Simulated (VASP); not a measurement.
Runs of VASP 6.6.1 on TiC. The structure is that of space group Fm-3m (No. 225), or close to it. The cells are those of the table. 

```csv
task,cell,k mesh for the DOS,occupations for the DOS,gap on the mesh (eV),pressure (GPa)
single point,"a = 3.005 Å, angles 60.0°, 2 atoms",-,-,none,8.7
single point,"a = 3.066 Å, angles 60.0°, 2 atoms",-,-,none,-7.2
single point,"a = 3.095 Å, angles 60.0°, 2 atoms",-,-,none,(a)
single point,"a = 2.974 Å, angles 60.0°, 2 atoms",-,-,none,18.9
```

Alike in all rows: level PBEsol; potentials or basis VASP PAW PBE potentials, release 64 (Ti_sv, C); no spin polarisation; k mesh 16 × 16 × 16; cutoff (eV) 520; smearing gaussian 0.1 eV.

**Question.** Fill in the values left out.

**Answer.** (a) -13.6.

Caveats: the PAW data sets were made with another functional, which shifts forces and pressure a little.

A gap of «none» marks levels without a gap at the run's occupations.
